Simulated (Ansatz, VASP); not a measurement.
**ZnBi3 in VASP and in Ansatz**

INCAR

```
PREC = Accurate
ENCUT = 600
EDIFF = 1E-7
ISMEAR = -1
SIGMA = 0.05
LREAL = F
LASPH = T
NELM = 100
ALGO = Normal
ISIF = 3
LWAVE = F
LCHARG = F
GGA = PE
IBRION = 2
NSW = 60
EDIFFG = -0.01
```

File KPOINTS:

```
regular mesh
0
Gamma
  6 6 6
```

The input POSCAR:

```
ZnBi3
1.0
    4.8731640000      0.0000000000      0.0000000000
    0.0000000000      4.8731640000      0.0000000000
    0.0000000000      0.0000000000      4.8731640000
Bi Zn
3 1
Direct
    0.5000000000      0.5000000000      0.0000000000
    0.5000000000      0.0000000000      0.5000000000
    0.0000000000      0.5000000000      0.5000000000
    0.0000000000      0.0000000000      0.0000000000
```

Contents of input.yaml:

```yaml
crystal:
  lattice:
    - [4.873164, 0.0, 0.0]
    - [0.0, 4.873164, 0.0]
    - [0.0, 0.0, 4.873164]
  atoms:
    - { symbol: Bi, position: [0.5, 0.5, 0.0] }
    - { symbol: Bi, position: [0.5, 0.0, 0.5] }
    - { symbol: Bi, position: [0.0, 0.5, 0.5] }
    - { symbol: Zn, position: [0.0, 0.0, 0.0] }
hamiltonian:
  xc: pbe
  pseudopotentials: { kind: paw }
kpoints:
  mp_grid: { grid: [6, 6, 6] }
scf:
  occupations: { method: fermi_dirac, width: 0.05 }
output:
  forces: true
  stress: true
  eigenvalues: true
  write_density: true
  write_potential: true
  elf: true
  volumetric_format: npy
relax:
  f_tol: 0.01
  max_steps: 40
  cell: { stress_tol: 0.05 }
```

Alike in both runs: task relaxation of cell and atoms; functional PBE; k mesh 6 × 6 × 6; occupations fermi-dirac, width 0.05 eV; no spin polarisation.

|  | VASP | Ansatz |
| --- | --- | --- |
| version | VASP 6.6.1 | Ansatz 0.2.0 |
| potentials or method | VASP PAW PBE potentials, release 64 (Bi_d, Zn) | Ansatz PAW |
| plane-wave cutoff (eV) | 600 | 420 |
| valence electrons in the cell | 57 | 57 |

```csv
,VASP,Ansatz,Ansatz less VASP
"gap on the k mesh at the Fermi level, each at its own relaxed structure (eV)",none,none,-
relaxed volume (Å³/atom),28.88,28.93,+0.047
relaxed length of the cell vector where the two differ most in proportion (Å),4.870,4.873,+0.0027
```

A gap of «none» marks a metal or a gap that the smearing closes.

Neither program's run includes spin-orbit coupling. Noted on Ansatz's run: the plane-wave basis is chosen anew once the cell has moved, so the energies of steps on either side of that aren't comparable.
